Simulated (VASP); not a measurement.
# MnSi (P2_13) in VASP: further runs

MnSi is run at these levels: PBE, r2SCAN; tasks: single point.

Program: VASP 6.6.1. These are calculated values, not measurements. Logs are shortened: lines on timing, memory, paths and dates and some standing lists are left out, and cuts for length are marked.

## 1. The cell of the first run

The structure is cubic, space group P2_13 (No. 198). Conventional cell: a = 4.518 Å, b = 4.518 Å, c = 4.518 Å, α = 90.00°, β = 90.00°, γ = 90.00°. Within 3.0 Å of Mn (site symmetry 3) lie 7 Si at 2.28 to 2.53 Å and 6 Mn at 2.77 Å. Within 3.0 Å of Si (site symmetry 3) lie 7 Mn at 2.28 to 2.53 Å and 6 Si at 2.79 Å.

## 2. Single point, PBE, collinear spin, ferromagnetic start

The input, INCAR:

```
SYSTEM = MnSi
PREC = Accurate ; ENCUT = 520
EDIFF = 1E-6 ; ISMEAR = 0
SIGMA = 0.05 ; LREAL = .FALSE.
LASPH = .TRUE. ; NELM = 150
ALGO = Normal ; ISIF = 2
LWAVE = .FALSE. ; LCHARG = .TRUE.
ISPIN = 2 ; MAGMOM = 3.5 3.5 3.5 3.5 0 0 0 0
LORBIT = 11 ; LMAXMIX = 4
GGA = PE ; LELF = .TRUE.
LVHAR = .TRUE. ; NBANDS = 48
```

The input, KPOINTS:

```
regular mesh
0
G
  4 4 4
  0 0 0
```

The input, POSCAR:

```
MnSi
1.0
    4.5176865347      0.0000000000      0.0000000000
    0.0000000000      4.5176865347      0.0000000000
    0.0000000000      0.0000000000      4.5176865347
Mn Si
4 4
Direct
    0.1364919281      0.1364919281      0.1364919281
    0.3635080719      0.8635080719      0.6364919281
    0.6364919281      0.3635080719      0.8635080719
    0.8635080719      0.6364919281      0.3635080719
    0.8453897748      0.8453897748      0.8453897748
    0.6546102252      0.1546102252      0.3453897748
    0.3453897748      0.6546102252      0.1546102252
    0.1546102252      0.3453897748      0.6546102252
```

Potentials or basis: VASP PAW PBE potentials, release 64 (Mn_pv, Si).

Command:

```bash
> cat potpaw_PBE.64/Mn_pv/POTCAR potpaw_PBE.64/Si/POTCAR > POTCAR
> mpirun -np 1 vasp_std > vasp.out
```

OUTCAR:

```text
SYSTEM = MnSi
   PREC = Accurate
   ENCUT = 520
   EDIFF = 1E-6
   ISMEAR = 0
   LREAL = .FALSE.
   LASPH = .TRUE.
   NELM = 150
   ISIF = 2
   ISPIN = 2
   LORBIT = 11
   GGA = PE

 ion  position               nearest neighbor table
   1  0.136  0.136  0.136-   5 2.28   6 2.37   7 2.37   8 2.37   7 2.53   8 2.53   6 2.53   4 2.77
                             4 2.77   2 2.77   2 2.77   3 2.77   3 2.77
   2  0.364  0.864  0.636-   6 2.28   5 2.37   7 2.37   8 2.37   7 2.53   8 2.53   5 2.53   3 2.77
                             3 2.77   1 2.77   4 2.77   4 2.77   1 2.77
   3  0.636  0.364  0.864-   7 2.28   6 2.37   5 2.37   8 2.37   8 2.53   6 2.53   5 2.53   2 2.77
                             2 2.77   1 2.77   4 2.77   4 2.77   1 2.77
   4  0.864  0.636  0.364-   8 2.28   6 2.37   7 2.37   5 2.37   6 2.53   5 2.53   7 2.53   1 2.77
                             1 2.77   2 2.77   3 2.77   2 2.77   3 2.77
   5  0.845  0.845  0.845-   1 2.28   2 2.37   3 2.37   4 2.37   3 2.53   4 2.53   2 2.53   7 2.79
                             7 2.79   8 2.79   6 2.79   8 2.79   6 2.79
   6  0.655  0.155  0.345-   2 2.28   1 2.37   3 2.37   4 2.37   3 2.53   4 2.53   1 2.53   8 2.79
                             8 2.79   7 2.79   7 2.79   5 2.79   5 2.79
   7  0.345  0.655  0.155-   3 2.28   2 2.37   1 2.37   4 2.37   4 2.53   2 2.53   1 2.53   5 2.79
                             5 2.79   8 2.79   8 2.79   6 2.79   6 2.79
   8  0.155  0.345  0.655-   4 2.28   2 2.37   3 2.37   1 2.37   2 2.53   1 2.53   3 2.53   6 2.79
                             6 2.79   7 2.79   5 2.79   7 2.79   5 2.79

  LATTYP: Found a simple cubic cell.
 ALAT       =     4.5176865347

  Lattice vectors:

 A1 = (   4.5176865347,   0.0000000000,   0.0000000000)
 A2 = (   0.0000000000,   4.5176865347,   0.0000000000)
 A3 = (   0.0000000000,   0.0000000000,   4.5176865347)

Analysis of symmetry for initial positions (statically):
=====================================================================
 Subroutine PRICEL returns:
 Original cell was already a primitive cell.

 Routine SETGRP: Setting up the symmetry group for a
 simple cubic supercell.

 Subroutine GETGRP returns: Found 12 space group operations
 (whereof  3 operations were pure point group operations)
 out of a pool of 48 trial point group operations.

The static configuration has the point symmetry C_3 .
 The point group associated with its full space group is T   .

Analysis of symmetry for dynamics (positions and initial velocities):
=====================================================================
 Subroutine PRICEL returns:
 Original cell was already a primitive cell.

 Routine SETGRP: Setting up the symmetry group for a
 simple cubic supercell.

 Subroutine GETGRP returns: Found 12 space group operations
 (whereof  3 operations were pure point group operations)
 out of a pool of 48 trial point group operations.

The dynamic configuration has the point symmetry C_3 .
[... 165 lines left out ...]

 val. band max:       11.2094358687   @ k =   0.5000   0.5000   0.5000
 cond. band min:      11.2616707533   @ k =   0.2500   0.2500   0.0000
 fundamental gap:      0.0522348846
 Fermi energy:        11.2332852829

 spin component 1

 k-point     1 :       0.0000    0.0000    0.0000
  band No.  band energies     occupation
      1     -37.2765      1.00000
      2     -37.2765      1.00000
      3     -37.2765      1.00000
      4     -37.2029      1.00000
      5     -37.2029      1.00000
      6     -37.1954      1.00000
[... 528 lines left out ...]
     45      17.0802      0.00000
     46      17.0802      0.00000
 Fermi energy:        11.2332852829

 spin component 2

 k-point     1 :       0.0000    0.0000    0.0000
  band No.  band energies     occupation
      1     -36.2498      1.00000
      2     -36.2498      1.00000
      3     -36.2498      1.00000
      4     -36.1628      1.00000
      5     -36.0362      1.00000
      6     -36.0362      1.00000
[... 528 lines left out ...]
     45      17.3646      0.00000
     46      17.3646      0.00000
 [bands above 46 left out]

------------------------ aborting loop because EDIFF is reached ----------------------------------------

  FORCE on cell =-STRESS in cart. coord.  units (eV):
  Direction    XX          YY          ZZ          XY          YZ          ZX
  --------------------------------------------------------------------------------------
  -------------------------------------------------------------------------------------
  Total        0.0063634      0.0063634      0.0063634      0.0000000     -0.0000000      0.0000000
  in kB        0.1105735      0.1105735      0.1105735      0.0000000     -0.0000000      0.0000000
  external PRESSURE =       0.1105735 kB  Pullay stress =       0.0000000 kB

 VOLUME and BASIS-vectors are now :
 -----------------------------------------------------------------------------
  energy-cutoff  :      520.00
  volume of cell :       92.20
      direct lattice vectors                 reciprocal lattice vectors
     4.517686535  0.000000000  0.000000000     0.221352232  0.000000000  0.000000000
     0.000000000  4.517686535  0.000000000     0.000000000  0.221352232  0.000000000
     0.000000000  0.000000000  4.517686535     0.000000000  0.000000000  0.221352232

 POSITION                                       TOTAL-FORCE (eV/Angst)
 -----------------------------------------------------------------------------------
      0.61663      0.61663      0.61663         0.008163      0.008163      0.008163
      1.64222      3.90106      2.87547        -0.008163     -0.008163      0.008163
      2.87547      1.64222      3.90106         0.008163     -0.008163     -0.008163
      3.90106      2.87547      1.64222        -0.008163      0.008163     -0.008163
      3.81921      3.81921      3.81921        -0.004642     -0.004642     -0.004642
      2.95732      0.69848      1.56036         0.004642      0.004642     -0.004642
      1.56036      2.95732      0.69848        -0.004642      0.004642      0.004642
      0.69848      1.56036      2.95732         0.004642     -0.004642      0.004642
 -----------------------------------------------------------------------------------
    total drift:                               -0.000001     -0.000001      0.000000

  FREE ENERGIE OF THE ION-ELECTRON SYSTEM (eV)
  ---------------------------------------------------
  free  energy   TOTEN  =       -61.4359388202 eV

  energy  without entropy=      -61.4310606728  energy(sigma->0) =      -61.43349975

 total charge

# of ion       s       p       d       tot
------------------------------------------
    1        0.334   6.389   5.289  12.012
    2        0.334   6.389   5.289  12.012
    3        0.334   6.389   5.289  12.012
    4        0.334   6.389   5.289  12.012
    5        0.744   0.905   0.000   1.649
    6        0.744   0.905   0.000   1.649
    7        0.744   0.905   0.000   1.649
    8        0.744   0.905   0.000   1.649
--------------------------------------------------
tot          4.309  29.177  21.157  54.643

 magnetization (x)

# of ion       s       p       d       tot
------------------------------------------
    1        0.001   0.007   1.051   1.059
    2        0.001   0.007   1.051   1.059
    3        0.001   0.007   1.051   1.059
    4        0.001   0.007   1.051   1.059
    5       -0.013  -0.036   0.000  -0.048
    6       -0.013  -0.036   0.000  -0.048
    7       -0.013  -0.036   0.000  -0.048
    8       -0.013  -0.036   0.000  -0.048
--------------------------------------------------
tot         -0.048  -0.114   4.205   4.043
```

stdout:

```text
POSCAR found type information on POSCAR MnSi
 POSCAR found :  2 types and       8 ions
 scaLAPACK will be used
 LDA part: xc-table for (Slater+PW92), standard interpolation
 POSCAR, INCAR and KPOINTS ok, starting setup
 FFT: planning ... GRIDC
 FFT: planning ... GRID_SOFT
 FFT: planning ... GRID
 WAVECAR not read
 entering main loop
```

Run time: 98 s. Hardware: 1 thread of AMD EPYC 7R43 (Zen 3), shared host; peak memory 0.24 GiB.

What came out:

* Free energy: -61.4359 eV
* Pressure: 0.0 GPa
* Largest force: 0.014 eV/Å
* Band gap on the k mesh: zero (filled and empty bands overlap)
* Net moment: 4.00 μB per cell
* Site moments: Mn +1.06; Si -0.05 μB
* Valence electrons inside the program's atomic spheres: Mn 12.01; Si 1.65

Forces on the atoms (eV/Å):
```
Mn   0.008  0.008  0.008
Mn  -0.008 -0.008  0.008
Mn   0.008 -0.008 -0.008
Mn  -0.008  0.008 -0.008
Si  -0.005 -0.005 -0.005
Si   0.005  0.005 -0.005
Si  -0.005  0.005  0.005
Si   0.005 -0.005  0.005
```

## 3. Single point, r2SCAN, collinear spin, ferromagnetic start (11.82 Å³/atom)

This run uses another cell than the first one, of 11.82 Å³/atom.

The input, POSCAR:

```
MnSi
1.0
    4.5560330102      0.0000000000      0.0000000000
    0.0000000000      4.5560330102      0.0000000000
    0.0000000000      0.0000000000      4.5560330102
Mn Si
4 4
Direct
    0.1391777122      0.1391777122      0.1391777122
    0.3608222878      0.8608222878      0.6391777122
    0.6391777122      0.3608222878      0.8608222878
    0.8608222878      0.6391777122      0.3608222878
    0.8453909841      0.8453909841      0.8453909841
    0.6546090159      0.1546090159      0.3453909841
    0.3453909841      0.6546090159      0.1546090159
    0.1546090159      0.3453909841      0.6546090159
```

The input, INCAR.step1:

```
SYSTEM = MnSi
PREC = Accurate
ENCUT = 520
ISMEAR = 0
SIGMA = 0.05
LREAL = .FALSE.
LASPH = .TRUE.
NELM = 150
ISPIN = 2
MAGMOM = 2.42 2.42 2.42 2.42 0 0 0 0
LMAXMIX = 4
NBANDS = 48
GGA = PE
ALGO = Normal
EDIFF = 1E-4
LWAVE = .TRUE.
LCHARG = .FALSE.
```

The input, INCAR.step2:

```
SYSTEM = MnSi
PREC = Accurate
ENCUT = 520
EDIFF = 1E-6
ISMEAR = 0
SIGMA = 0.05
LREAL = .FALSE.
LASPH = .TRUE.
NELM = 150
ALGO = Normal
ISIF = 2
LWAVE = .FALSE.
LCHARG = .FALSE.
ISPIN = 2
MAGMOM = 2.42 2.42 2.42 2.42 0 0 0 0
LORBIT = 11
LMAXMIX = 4
METAGGA = R2SCAN
LMIXTAU = .TRUE.
NBANDS = 48
ISTART = 1
```

The input, KPOINTS:

```
Automatic mesh
0
G
  8 8 8
  0 0 0
```

Potentials or basis: VASP PAW PBE potentials, release 64 (Mn_pv, Si).

Command:

```bash
> cat potpaw_PBE.64/Mn_pv/POTCAR potpaw_PBE.64/Si/POTCAR > POTCAR
> cp INCAR.step1 INCAR
> mpirun -np 1 vasp_std > vasp.out
> cp INCAR.step2 INCAR
> mpirun -np 1 vasp_std > vasp.out
```

Wall time 34 min (1 thread of Oxide Virtual Turin-like, shared host); peak memory 0.41 GiB.

The run converged. Its results:

```yaml
Free_energy: -96.5322 eV
Pressure: -10.3 GPa
Largest_force: 0.540 eV/Å
Net_moment: 4.06 μB per cell
Site_moments: Mn +1.17; Si -0.08 μB
Valence_electrons_inside_the_program's_atomic_spheres: Mn 11.97; Si 1.63
```

Forces on the atoms (eV/Å):
```
Mn  -0.312 -0.312 -0.312
Mn   0.312  0.312 -0.312
Mn  -0.312  0.312  0.312
Mn   0.312 -0.312  0.312
Si   0.029  0.029  0.029
Si  -0.029 -0.029  0.029
Si   0.029 -0.029 -0.029
Si  -0.029  0.029 -0.029
```

Levels at points of the mesh, in eV from the Fermi level:
Spin up:
| k point | band 32 | band 33 | band 34 | band 35 | band 36 | band 37 | band 38 | band 39 | band 40 | band 41 |
| --- | --- | --- | --- | --- | --- | --- | --- | --- | --- | --- |
| (0.00, 0.00, 0.00) | -0.92 | -0.92 | -0.90 | -0.90 | -0.90 | 0.47 | 0.47 | 0.47 | 2.74 | 2.74 |
| (0.50, 0.00, 0.00) | -1.77 | -1.21 | -1.21 | -0.65 | -0.65 | 0.09 | 0.09 | 1.53 | 1.53 | 1.92 |
| (0.50, 0.50, 0.00) | -1.65 | -1.44 | -1.44 | -1.13 | -1.13 | 0.50 | 0.50 | 1.12 | 1.12 | 2.48 |
| (0.50, 0.50, 0.50) | -1.34 | -1.23 | -1.23 | -1.23 | -1.23 | 0.42 | 0.42 | 0.42 | 0.42 | 5.40 |
Spin down:
| k point | band 30 | band 31 | band 32 | band 33 | band 34 | band 35 |
| --- | --- | --- | --- | --- | --- | --- |
| (0.00, 0.00, 0.00) | -1.64 | -1.64 | 0.80 | 0.80 | 0.80 | 1.21 |
| (0.50, 0.00, 0.00) | -1.23 | -0.41 | -0.41 | 0.75 | 0.75 | 0.98 |
| (0.50, 0.50, 0.00) | -0.63 | -0.45 | -0.45 | -0.33 | -0.33 | 0.79 |
| (0.50, 0.50, 0.50) | 0.12 | 0.12 | 0.12 | 0.27 | 0.27 | 0.27 |

Caveat: the cell stands under tension; the PAW data sets were made with another functional, which shifts forces and pressure a little.
